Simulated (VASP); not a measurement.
# BP in VASP: further runs, part 2 of 2

VASP 6.6.1.

## 4. Single point, r2SCAN+rVV10

This run uses another cell than the first one, of 11.68 Å³/atom, 1.102 times its volume.

POSCAR reads:

```
BP
1.0
    0.0000000000      2.2690000000      2.2690000000
    2.2690000000      0.0000000000      2.2690000000
    2.2690000000      2.2690000000      0.0000000000
P B
1 1
Direct
    0.7500000000      0.7500000000      0.7500000000
    0.0000000000      0.0000000000      0.0000000000
```

INCAR.step1 reads:

```
SYSTEM = BP
PREC     = Accurate       ! precision mode
ENCUT    = 520            ! plane-wave cutoff, eV
ISMEAR   = -1             ! smearing method
SIGMA    = 0.15           ! smearing width, eV
LREAL    = .False.        ! projectors in reciprocal space
LASPH    = .True.         ! aspherical terms in the spheres
NELM     = 60             ! most SCF steps
NBANDS   = 11             ! bands
GGA      = PE             ! functional
ALGO     = Normal         ! electronic algorithm
EDIFF    = 1E-4           ! SCF threshold, eV
LWAVE    = .True.         ! write WAVECAR
LCHARG   = .False.        ! write CHGCAR
```

INCAR.step2 reads:

```
SYSTEM = BP
PREC     = Accurate       ! precision mode
ENCUT    = 520            ! plane-wave cutoff, eV
EDIFF    = 1E-6           ! SCF threshold, eV
ISMEAR   = -1             ! smearing method
SIGMA    = 0.15           ! smearing width, eV
LREAL    = .False.        ! projectors in reciprocal space
LASPH    = .True.         ! aspherical terms in the spheres
NELM     = 60             ! most SCF steps
ALGO     = Normal         ! electronic algorithm
ISIF     = 2              ! what is computed and relaxed
LWAVE    = .False.        ! write WAVECAR
LCHARG   = .False.        ! write CHGCAR
METAGGA  = R2SCAN         ! meta-GGA
LMIXTAU  = .True.       
LUSE_VDW = .True.       
IVDW_NL  = 2            
BPARAM   = 11.95        
CPARAM   = 0.0093       
NBANDS   = 11             ! bands
ISTART   = 1
```

KPOINTS reads:

```
Automatic mesh
0
Gamma
  10 10 10
  0 0 0
```

Potentials or basis: VASP PAW PBE potentials, release 64 (P, B).

Started as:

```bash
cat potpaw_PBE.64/P/POTCAR potpaw_PBE.64/B/POTCAR > POTCAR
cp INCAR.step1 INCAR
mpirun -np 1 vasp_std > vasp.out
cp INCAR.step2 INCAR
mpirun -np 1 vasp_std > vasp.out
```

OUTCAR:

```text
SYSTEM = BP
   PREC = Accurate
   ENCUT = 520
   EDIFF = 1E-6
   ISMEAR = -1
   LREAL = .False.
   LASPH = .True.
   NELM = 60
   ISIF = 2
   METAGGA = R2SCAN
   IVDW_NL = 2
   BPARAM = 11.95
   ISTART = 1

 ion  position               nearest neighbor table
   1  0.750  0.750  0.750-   2 1.97   2 1.97   2 1.97   2 1.97
   2  0.000  0.000  0.000-   1 1.97   1 1.97   1 1.97   1 1.97

  LATTYP: Found a face centered cubic cell.
 ALAT       =     4.5380000000

  Lattice vectors:

 A1 = (   0.0000000000,   2.2690000000,   2.2690000000)
 A2 = (   2.2690000000,   0.0000000000,   2.2690000000)
 A3 = (   2.2690000000,   2.2690000000,   0.0000000000)

Analysis of symmetry for initial positions (statically):
=====================================================================
 Subroutine PRICEL returns:
 Original cell was already a primitive cell.

 Routine SETGRP: Setting up the symmetry group for a
 face centered cubic supercell.

 Subroutine GETGRP returns: Found 24 space group operations
 (whereof 24 operations were pure point group operations)
 out of a pool of 48 trial point group operations.

The static configuration has the point symmetry T_d .

Analysis of symmetry for dynamics (positions and initial velocities):
=====================================================================
 Subroutine PRICEL returns:
 Original cell was already a primitive cell.

 Routine SETGRP: Setting up the symmetry group for a
 face centered cubic supercell.

 Subroutine GETGRP returns: Found 24 space group operations
 (whereof 24 operations were pure point group operations)
 out of a pool of 48 trial point group operations.

The dynamic configuration has the point symmetry T_d .

 Subroutine INISYM returns: Found 24 space group operations
 (whereof 24 operations are pure point group operations),
 and found     1 'primitive' translations

----------------------------------------------------------------------------------------

                                     Primitive cell

  volume of cell :      23.3633

  direct lattice vectors                    reciprocal lattice vectors
     0.000000000  2.269000000  2.269000000    -0.220361393  0.220361393  0.220361393
     2.269000000  0.000000000  2.269000000     0.220361393 -0.220361393  0.220361393
     2.269000000  2.269000000  0.000000000     0.220361393  0.220361393 -0.220361393

  length of vectors
     3.208850573  3.208850573  3.208850573     0.381677128  0.381677128  0.381677128

  position of ions in fractional coordinates (direct lattice)
     0.750000000  0.750000000  0.750000000
     0.000000000  0.000000000  0.000000000

  ion indices of the primitive-cell ions
   primitive index   ion index
                 1           1
                 2           2

----------------------------------------------------------------------------------------

 KPOINTS: Automatic mesh

Automatic generation of k-mesh.
 Grid dimensions read from file:
 generate k-points for:   10   10   10

 Generating k-lattice:

  Cartesian coordinates                     Fractional coordinates (reciprocal lattice)
    -0.022036139  0.022036139  0.022036139     0.100000000  0.000000000  0.000000000
     0.022036139 -0.022036139  0.022036139     0.000000000  0.100000000  0.000000000
     0.022036139  0.022036139 -0.022036139     0.000000000  0.000000000  0.100000000

  Length of vectors
     0.038167713  0.038167713  0.038167713

  Shift w.r.t. Gamma in fractional coordinates (k-lattice)
     0.000000000  0.000000000  0.000000000

 Subroutine IBZKPT returns following result:
 ===========================================

 Found     47 irreducible k-points:

 Following reciprocal coordinates:
            Coordinates               Weight
  0.000000  0.000000  0.000000      1.000000
  0.100000  0.000000  0.000000      8.000000
  0.200000  0.000000  0.000000      8.000000
  0.300000  0.000000  0.000000      8.000000
  0.400000  0.000000  0.000000      8.000000
  0.500000  0.000000  0.000000      4.000000
[... 16 lines left out ...]
  0.300000  0.300000  0.000000      6.000000
  0.400000  0.300000  0.000000     24.000000
 [... further k-points ...]
   k-points           NKPTS =     47   k-points in BZ     NKDIM =     47   number of bands    NBANDS=     11
   number of dos      NEDOS =    301   number of ions     NIONS =      2
   total plane-waves  NPLWV =  13824
   dimension x,y,z NGX =    24 NGY =   24 NGZ =   24
   dimension x,y,z NGXF=    48 NGYF=   48 NGZF=   48
   ions per type =               1   1
   NGX,Y,Z   is equivalent  to a cutoff of  12.43, 12.43, 12.43 a.u.
   NGXF,Y,Z  is equivalent  to a cutoff of  24.87, 24.87, 24.87 a.u.
 SYSTEM =  BP
   PREC   = accura    normal or accurate (medium, high low for compatibility)
   ISTART =      1    job   : 0-new  1-cont  2-samecut
   ICHARG =      0    charge: 1-file 2-atom 10-const
   ISPIN  =      1    spin polarized calculation?
   LNONCOLLINEAR =      F non collinear calculations
   LSORBIT =      F    spin-orbit coupling
   LASPH  =      T    aspherical Exc in radial PAW
   ENCUT  =  520.0 eV  38.22 Ry    6.18 a.u.   5.97  5.97  5.97*2*pi/ulx,y,z
   NELM   =     60;   NELMIN=  2; NELMDL=  0     # of ELM steps
   EDIFF  = 0.1E-05   stopping-criterion for ELM
   LREAL  =      F    real-space projection
   EDIFFG = 0.1E-04   stopping-criterion for IOM
   NSW    =      0    number of steps for IOM
   IBRION =     -1    ionic relax: 0-MD 1-quasi-New 2-CG
   NFREE  =      0    steps in history (QN), initial steepest desc. (CG)
   ISIF   =      2    stress and relaxation
   ISYM   =      2    0-nonsym 1-usesym 2-fastsym
   POTIM  = 0.5000    time-step for ionic-motion
   TEBEG  =    0.0;   TEEND  =   0.0 temperature during run
   PSTRESS=    0.0 pullay stress
   NELECT =       8.0000    total number of electrons
   NUPDOWN=      -1.0000    fix difference up-down
   EMIN   =  10.00;   EMAX   =-10.00  energy-range for DOS
   EFERMI =   0.00;   METHOD = LEGACY
   ISMEAR =    -1;   SIGMA  =   0.15  broadening in eV -4-tet -1-fermi 0-gaus
   EFERMI_NEDOS =   21; number of points for ismear=-14 and -15
   IALGO  =     38    algorithm
   IMIX   =      4    mixing-type and parameters
     AMIX     =   0.40;   BMIX     =  1.00
     AMIX_MAG =   1.60;   BMIX_MAG =  1.00
  volume/ion in A,a.u.               =      11.68        78.83
  Fermi-wavevector in a.u.,A,eV,Ry     =   1.145320  2.164342 17.847562  1.311759
  Thomas-Fermi vector in A             =   2.282009
   LORBIT       =      0    0 simple, 1 ext, 2 COOP (PROOUT), +10 PAW based schemes
   METAGGA = R2SCAN    functional components
   LHFCALC =     F    Hartree Fock is set to
   AEXX    =    0.0000 exact exchange contribution
   IVDW_NL    =     2    kernel type
   BPARAM     =11.9500
   IVDW    =     0    specifies the selected vdW correction
   LEPSILON=     F    determine dielectric tensor
   LRPA    =     F    only Hartree local field effects (RPA)
 non-spin polarized calculation
  energy-cutoff  :      520.00
  volume of cell :       23.36
 maximum number of plane-waves:       639
   NGX = 11   NGY = 11   NGZ = 11

 number of electron       8.0000000 magnetization

 Free energy of the ion-electron system (eV)
  ---------------------------------------------------
  ext. energy  EPLUGINS =         0.00000000
  ---------------------------------------------------
  free energy    TOTEN  =       -17.22572466 eV

  energy without entropy =      -17.22539952  energy(sigma->0) =      -17.22556209

 E-fermi :   8.0644     XC(G=0): -11.5326

 val. band max:        7.3921821665   @ k =   0.0000   0.0000   0.0000
 cond. band min:       8.8087126650   @ k =   0.4000   0.4000   0.0000
 fundamental gap:      1.4165304985
 Fermi energy:         8.0643850629

 k-point     1 :       0.0000    0.0000    0.0000
  band No.  band energies     occupation
      1      -8.8793      2.00000
      2       7.3922      1.97762
      3       7.3922      1.97762
      4       7.3922      1.97762
      5      11.0260      0.00000
      6      11.0260      0.00000
      7      11.0260      0.00000
      8      15.3940      0.00000
      9      19.7182      0.00000
     10      20.0330      0.00000
     11      20.0330      0.00000
[... 309 lines left out ...]
 k-point    24 :       0.4000    0.3000    0.0000
  band No.  band energies     occupation
      1      -5.7793      2.00000
      2       0.8670      2.00000
      3       3.1262      2.00000
      4       3.6744      2.00000
      5       9.4064      0.00026
      6      11.3070      0.00000
      7      17.5384      0.00000
      8      17.5448      0.00000
      9      22.4163      0.00000
     10      23.4171      0.00000
     11      25.5054      0.00000

 [... further k-points ...]
[... 5 lines left out ...]
  --------------------------------------------------------------------------------------
  -------------------------------------------------------------------------------------
  Total       -0.1832648     -0.1832648     -0.1832648     -0.0000000      0.0000000     -0.0000000
  in kB      -12.5677132    -12.5677132    -12.5677132     -0.0000000      0.0000000     -0.0000000
  external PRESSURE =     -12.5677132 kB  Pullay stress =       0.0000000 kB

 VOLUME and BASIS-vectors are now :
 -----------------------------------------------------------------------------
  energy-cutoff  :      520.00
  volume of cell :       23.36
      direct lattice vectors                 reciprocal lattice vectors
     0.000000000  2.269000000  2.269000000    -0.220361393  0.220361393  0.220361393
     2.269000000  0.000000000  2.269000000     0.220361393 -0.220361393  0.220361393
     2.269000000  2.269000000  0.000000000     0.220361393  0.220361393 -0.220361393

 POSITION                                       TOTAL-FORCE (eV/Angst)
 -----------------------------------------------------------------------------------
      3.40350      3.40350      3.40350        -0.000000      0.000000      0.000000
      0.00000      0.00000      0.00000         0.000000     -0.000000     -0.000000
 -----------------------------------------------------------------------------------
    total drift:                               -0.000000     -0.000000     -0.000000

  FREE ENERGIE OF THE ION-ELECTRON SYSTEM (eV)
  ---------------------------------------------------
  free  energy   TOTEN  =       -17.2257246629 eV

  energy  without entropy=      -17.2253995198  energy(sigma->0) =      -17.22556209
```

It took 47 s on 1 thread of Intel Xeon 6975P-C (Granite Rapids), shared host; peak memory 0.2 GiB.

Results:

```yaml
Free_energy: -17.2257 eV
Pressure: -1.3 GPa
Band_gap_on_the_k_mesh: 1.42 eV, indirect (least direct gap 3.63 eV)
```

Caveat: the PAW data sets were made with another functional, which shifts forces and pressure a little.

## 5. Single point, PBE

This run uses another cell than the first one, of 12.15 Å³/atom, 1.146 times its volume.

INCAR reads:

```
PREC = Accurate ; ENCUT = 520
EDIFF = 1E-6 ; ISMEAR = -1
SIGMA = 0.05 ; LREAL = F
LASPH = T ; NELM = 100
ALGO = Normal ; ISIF = 2
LWAVE = F ; LCHARG = F
GGA = PE ; NBANDS = 11
```

KPOINTS reads:

```
Automatic mesh
0
Gamma
  10 10 10
```

POSCAR reads:

```
BP
1.0
    0.0000000000      2.2690000000      2.3597600000
    2.2690000000      0.0000000000      2.3597600000
    2.2690000000      2.2690000000      0.0000000000
P B
1 1
Direct
    0.7500000000      0.7500000000      0.7500000000
    0.0000000000      0.0000000000      0.0000000000
```

Started as:

```bash
cat potpaw_PBE.64/P/POTCAR potpaw_PBE.64/B/POTCAR > POTCAR
mpirun -np 1 vasp_std > vasp.out
```

It took 14 s on 1 thread of Intel Xeon 6975P-C (Granite Rapids), shared host; peak memory 0.15 GiB.

Results (log left out):

- Free energy: -12.8972 eV
- Pressure: -5.1 GPa
- Band gap on the k mesh: 1.00 eV, indirect (least direct gap 3.15 eV)

Stress tensor (GPa, compression positive):
```
 -1.57   0.00   0.00
  0.00  -1.57   0.00
  0.00   0.00 -12.26
```

Levels at points of the mesh, in eV from the valence-band top:
```csv
k point,band 1,band 2,band 3,band 4,band 5,band 6,band 7,band 8
"(0.00, 0.00, 0.00)",-15.25,-0.39,0.00,0.00,3.15,3.15,3.37,6.62
"(0.50, 0.00, 0.00)",-12.07,-8.89,-2.09,-1.59,3.24,4.56,4.74,9.87
"(0.50, 0.50, 0.00)",-10.84,-8.73,-3.84,-3.84,1.56,1.92,11.62,11.62
"(0.50, 0.00, 0.50)",-10.48,-8.40,-4.27,-4.19,1.14,1.39,11.19,11.94
```

A k mesh can miss the band edges.

## 6. Single point, PBEsol+D4

This run uses another cell than the first one, of 11.36 Å³/atom, 1.071 times its volume.

INCAR reads:

```
SYSTEM = BP
ALGO = Normal
EDIFF = 1E-7
ENCUT = 520
GGA = PS
ISIF = 2
ISMEAR = 0
IVDW = 13
LASPH = .TRUE.
LCHARG = .TRUE.
LELF = .TRUE.
LREAL = .FALSE.
LVHAR = .TRUE.
LWAVE = .FALSE.
NBANDS = 11
NELM = 100
PREC = Accurate
SIGMA = 0.01
```

KPOINTS reads:

```
k-points
0
G
  15 15 15
  0 0 0
```

POSCAR reads:

```
BP
1.0
    0.0000000000      2.2477299401      2.2477299401
    2.2477299401      0.0000000000      2.2477299401
    2.2477299401      2.2477299401      0.0000000000
P B
1 1
Direct
    0.7500000000      0.7500000000      0.7500000000
    0.0000000000      0.0000000000      0.0000000000
```

Potentials or basis: VASP PAW PBE potentials, release 64 (P, B).

Started as:

```bash
cat potpaw_PBE.64/P/POTCAR potpaw_PBE.64/B/POTCAR > POTCAR
mpirun -np 1 vasp_std > vasp.out
```

OUTCAR:

```text
SYSTEM = BP
   EDIFF = 1E-7
   ENCUT = 520
   GGA = PS
   ISIF = 2
   ISMEAR = 0
   IVDW = 13
   LASPH = .TRUE.
   LREAL = .FALSE.
   NELM = 100
   PREC = Accurate

 ion  position               nearest neighbor table
   1  0.750  0.750  0.750-   2 1.95   2 1.95   2 1.95   2 1.95
   2  0.000  0.000  0.000-   1 1.95   1 1.95   1 1.95   1 1.95

  LATTYP: Found a face centered cubic cell.
 ALAT       =     4.4954598802

  Lattice vectors:

 A1 = (   0.0000000000,   2.2477299401,   2.2477299401)
 A2 = (   2.2477299401,   0.0000000000,   2.2477299401)
 A3 = (   2.2477299401,   2.2477299401,   0.0000000000)

Analysis of symmetry for initial positions (statically):
=====================================================================
 Subroutine PRICEL returns:
 Original cell was already a primitive cell.

 Routine SETGRP: Setting up the symmetry group for a
 face centered cubic supercell.

 Subroutine GETGRP returns: Found 24 space group operations
 (whereof 24 operations were pure point group operations)
 out of a pool of 48 trial point group operations.

The static configuration has the point symmetry T_d .

[... 172 lines left out ...]
      4       7.7425      2.00000
      5      11.1426      0.00000
      6      11.1426      0.00000
      7      11.1426      0.00000
      8      15.5165      0.00000
      9      19.1820      0.00000
     10      19.9480      0.00000
     11      19.9480      0.00000
[... 309 lines left out ...]
 k-point    24 :       0.2000    0.1333    0.0000
  band No.  band energies     occupation
      1      -7.2738      2.00000
      2       5.0788      2.00000
      3       5.9664      2.00000
      4       6.3491      2.00000
      5      10.4057      0.00000
      6      13.4851      0.00000
      7      13.6248      0.00000
      8      14.8513      0.00000
      9      18.7319      0.00000
     10      20.4367      0.00000
     11      21.3216      0.00000

 [... further k-points ...]

------------------------ aborting loop because EDIFF is reached ----------------------------------------

  DFT-D4 for vdW energy calculation

  Edisp (eV):   -0.40750

  FORCE on cell =-STRESS in cart. coord.  units (eV):
  Direction    XX          YY          ZZ          XY          YZ          ZX
  --------------------------------------------------------------------------------------
  -------------------------------------------------------------------------------------
  Total       0.01020     0.01020     0.01020    -0.00000     0.00000    -0.00000
  in kB       0.71921     0.71921     0.71921    -0.00000     0.00000    -0.00000
  external pressure =        0.72 kB  Pullay stress =        0.00 kB

 VOLUME and BASIS-vectors are now :
 -----------------------------------------------------------------------------
  energy-cutoff  :      520.00
  volume of cell :       22.71
      direct lattice vectors                 reciprocal lattice vectors
     0.000000000  2.247729940  2.247729940    -0.222446652  0.222446652  0.222446652
     2.247729940  0.000000000  2.247729940     0.222446652 -0.222446652  0.222446652
     2.247729940  2.247729940  0.000000000     0.222446652  0.222446652 -0.222446652

 POSITION                                       TOTAL-FORCE (eV/Angst)
 -----------------------------------------------------------------------------------
      3.37159      3.37159      3.37159        -0.000000     -0.000000     -0.000000
      0.00000      0.00000      0.00000         0.000000      0.000000      0.000000
 -----------------------------------------------------------------------------------
    total drift:                               -0.000000     -0.000000     -0.000000

  FREE ENERGIE OF THE ION-ELECTRON SYSTEM (eV)
  ---------------------------------------------------
  free  energy   TOTEN  =       -14.0777145786 eV

  energy  without entropy=      -14.0777145786  energy(sigma->0) =      -14.07771458
```

OSZICAR:

```text
N       E                     dE             d eps       ncg     rms          rms(c)
DAV:   1     0.804197097182E+01    0.80420E+01   -0.40375E+03  2672   0.657E+02
DAV:   2    -0.138171907134E+02   -0.21859E+02   -0.20631E+02  3526   0.110E+02
DAV:   3    -0.144369258946E+02   -0.61974E+00   -0.61802E+00  3328   0.157E+01
DAV:   4    -0.144393238199E+02   -0.23979E-02   -0.23977E-02  2987   0.114E+00
DAV:   5    -0.144393353616E+02   -0.11542E-04   -0.11542E-04  3260   0.797E-02    0.731E+00
DAV:   6    -0.137876259199E+02    0.65171E+00   -0.13706E+00  3012   0.506E+00    0.391E+00
DAV:   7    -0.136796320764E+02    0.10799E+00   -0.26556E-01  3290   0.253E+00    0.125E+00
DAV:   8    -0.136700220832E+02    0.96100E-02   -0.26364E-02  3109   0.921E-01    0.175E-01
DAV:   9    -0.136701585873E+02   -0.13650E-03   -0.69091E-04  3024   0.182E-01    0.107E-01
DAV:  10    -0.136702151347E+02   -0.56547E-04   -0.10584E-04  2971   0.628E-02    0.217E-02
DAV:  11    -0.136702188878E+02   -0.37531E-05   -0.58016E-06  3317   0.143E-02    0.269E-02
DAV:  12    -0.136702192046E+02   -0.31685E-06   -0.19892E-06  3022   0.638E-03    0.109E-02
DAV:  13    -0.136702191733E+02    0.31349E-07   -0.50192E-08  1815   0.158E-03
   1 F= -.14077715E+02 E0= -.14077715E+02  d E =-.391237E-37
```

Wall time 17 s (1 thread of Intel Xeon 6975P-C (Granite Rapids), shared host); peak memory 0.15 GiB.

What came out:

```yaml
Free_energy: -14.0777 eV
Pressure: 0.1 GPa
Band_gap_on_the_k_mesh: 1.09 eV, indirect (least direct gap 3.40 eV)
Dispersion_energy_per_atom: -0.204 eV
```

Caveat: the PAW data sets were made with another functional, which shifts forces and pressure a little. As with any semilocal functional, this PBEsol gap is likely too small.

## 7. Overview

```tsv
level	cell	k mesh	smearing	gap on the mesh (eV)	pressure (GPa)
RPBE+D3(BJ)	a = 3.107 Å, angles 60.0°, 2 atoms	10 × 10 × 10	fermi-dirac 0.05 eV	1.10	-0.7
PBEsol+D4	a = 3.179 Å, angles 60.0°, 2 atoms	10 × 10 × 10	fermi-dirac 0.05 eV	1.09	0.1
r2SCAN+rVV10	a = 3.209 Å, angles 60.0°, 2 atoms	10 × 10 × 10	fermi-dirac 0.15 eV	1.42	-1.3
PBE	a = 3.274, b = 3.274, c = 3.209 Å, angles 60.7, 60.7, 58.7°, 2 atoms	10 × 10 × 10	fermi-dirac 0.05 eV	1.00	-5.1
PBEsol+D4	a = 3.179 Å, angles 60.0°, 2 atoms	15 × 15 × 15	gaussian 0.01 eV	1.09	0.1
```

Alike in all rows: task single point; potentials or basis VASP PAW PBE potentials, release 64 (P, B); no spin polarisation; cutoff (eV) 520.

Caveats: the PAW data sets were made with another functional, which shifts forces and pressure a little (some runs).

Total energies depend on the potentials used, so only differences within one code and one set of settings carry meaning.
